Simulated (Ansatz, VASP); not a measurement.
## Two plane-wave programs on HfN

INCAR

```
SYSTEM = HfN
ALGO     = Normal         ! electronic algorithm
EDIFF    = 1E-6           ! SCF threshold, eV
ENCUT    = 520            ! plane-wave cutoff, eV
GGA      = PE             ! functional
ISIF     = 2              ! what is computed and relaxed
ISMEAR   = 0              ! smearing method
LASPH    = .True.         ! aspherical terms in the spheres
LCHARG   = .False.        ! write CHGCAR
LREAL    = .False.        ! projectors in reciprocal space
LWAVE    = .False.        ! write WAVECAR
NBANDS   = 14             ! bands
NELM     = 100            ! most SCF steps
PREC     = Accurate       ! precision mode
SIGMA    = 0.15           ! smearing width, eV
```

KPOINTS

```
k-points
0
Gamma
  16 16 16
  0 0 0
```

The input POSCAR:

```
HfN
1.0
    0.0000000000      2.2738140414      2.2738140414
    2.2738140414      0.0000000000      2.2738140414
    2.2738140414      2.2738140414      0.0000000000
Hf N
1 1
Direct
    0.0000000000      0.0020086494      0.0000000000
    0.5000000000      0.4744042393      0.5000000000
```

Input for Ansatz:

```yaml
crystal:
  lattice:
    - [0.0, 2.2738140414, 2.2738140414]
    - [2.2738140414, 0.0, 2.2738140414]
    - [2.2738140414, 2.2738140414, 0.0]
  atoms:
    - { symbol: Hf, position: [0.0, 0.0020086494, 0.0] }
    - { symbol: "N", position: [0.5, 0.4744042393, 0.5] }
basis:
  ecutwfc: 520.0
kpoints:
  mp_grid: { grid: [16, 16, 16] }
hamiltonian:
  xc: pbe
  pseudopotentials: { kind: paw, azcp: { folder: soft_1 } }
scf:
  occupations: { method: gaussian, width: 0.15 }
output:
  forces: true
  stress: true
  eigenvalues: true
```

Change from the starting cell: mode 4 frozen in at -0.058 Å and mode 6 at -0.058 Å (largest displacements).

Alike in both runs: task single point; functional PBE; k mesh 16 × 16 × 16; occupations gaussian, width 0.15 eV; no spin polarisation.

|  | VASP | Ansatz |
| --- | --- | --- |
| version | VASP 6.6.1 | Ansatz 0.2.0 |
| potentials or method | VASP PAW PBE potentials, release 64 (Hf_pv, N), cutoff 520 eV | scalar-relativistic, plane waves, PAW |
| valence electrons in the cell | 15 | 31 |

VASP gave:

```
gap on the k mesh at the Fermi level (eV)                     : none
pressure (GPa)                                                : -1.3
traceless stress, the component that is largest in VASP (GPa) : -0.95
rms of the force components (eV/Å)                            : 0.558
```

Q: What did Ansatz give for the same quantities?

A: gap on the k mesh at the Fermi level (eV): none; pressure (GPa): 1.0; traceless stress, the component that is largest in VASP (GPa): -0.96; rms of the force components (eV/Å): 0.559.

Atom by atom the forces differ by 0.001 eV/Å (rms over components). A gap of «none» marks a metal or a gap that the smearing closes. The functional is the same, so the differences come from potentials, cutoffs and numerics. VASP's potentials hold 15 valence electrons a cell and Ansatz's 31, so a difference there can come from the potentials and not from the codes.

Spin-orbit coupling is off throughout.
